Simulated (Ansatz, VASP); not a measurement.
## ScF3 in VASP and in Ansatz

File INCAR:

```
SYSTEM = ScF3
ALGO     = Normal         ! electronic algorithm
EDIFF    = 1E-7           ! SCF threshold, eV
ENCUT    = 520            ! plane-wave cutoff, eV
GGA      = CA             ! functional
ISIF     = 2              ! what is computed and relaxed
ISMEAR   = 0              ! smearing method
LASPH    = .True.         ! aspherical terms in the spheres
LCHARG   = .False.        ! write CHGCAR
LREAL    = .False.        ! projectors in reciprocal space
LWAVE    = .False.        ! write WAVECAR
NBANDS   = 24             ! bands
NELM     = 60             ! most SCF steps
PREC     = Accurate       ! precision mode
SIGMA    = 0.05           ! smearing width, eV
```

KPOINTS

```
k-points
0
Gamma
  6 6 6
  0 0 0
```

Contents of POSCAR:

```
ScF3
1.0
    4.0124500000      0.0000000000      0.0000000000
    0.0000000000      4.0124500000      0.0000000000
    0.0000000000      0.0000000000      4.0124500000
Sc F
1 3
Direct
   -0.0747672868      0.0000000000      0.0000000000
    0.5000000000      0.0000000000      0.0000000000
    0.0000000000      0.5000000000      0.0000000000
    0.0000000000      0.0000000000      0.5000000000
```

Input for Ansatz:

```yaml
crystal:
  lattice:
    - [4.01245, 0.0, 0.0]
    - [0.0, 4.01245, 0.0]
    - [0.0, 0.0, 4.01245]
  atoms:
    - { symbol: Sc, position: [-0.0747672868, 0.0, 0.0] }
    - { symbol: F, position: [0.5, 0.0, 0.0] }
    - { symbol: F, position: [0.0, 0.5, 0.0] }
    - { symbol: F, position: [0.0, 0.0, 0.5] }
basis:
  ecutwfc: 420
kpoints:
  mp_grid: { grid: [6, 6, 6] }
hamiltonian:
  xc: lda
scf:
  occupations: { method: gaussian, width: 0.05 }
output:
  forces: true
  stress: true
  eigenvalues: true
  write_density: true
  write_potential: true
  elf: true
  volumetric_format: npy
```

Change from the starting cell: all Sc atoms moved -0.300 Å, as atom 1 along Cartesian [1 0 0].

Alike in both runs: task single point; functional LDA; k mesh 6 × 6 × 6; occupations gaussian, width 0.05 eV; no spin polarisation.

|  | VASP | Ansatz |
| --- | --- | --- |
| version | VASP 6.6.1 | Ansatz 0.2.0 |
| potentials or method | VASP PAW LDA potentials, release 64 (Sc_sv, F), cutoff 520 eV | scalar-relativistic, plane waves, PAW |
| valence electrons in the cell | 32 | 32 |

```csv
,VASP,Ansatz,Ansatz less VASP
gap on the k mesh at the Fermi level (eV),6.30,6.33,+0.036
least direct gap on the mesh (eV),6.85,6.89,+0.038
pressure (GPa),3.7,2.8,-0.90
"traceless stress, the component that is largest in VASP (GPa)",14.92,14.21,-0.710
rms of the force components (eV/Å),2.243,2.081,-0.1618
```

LDA's correlation is that of Perdew and Zunger in VASP and of Perdew and Wang (1992) in Ansatz. Atom by atom the forces differ by 0.163 eV/Å (rms over components).
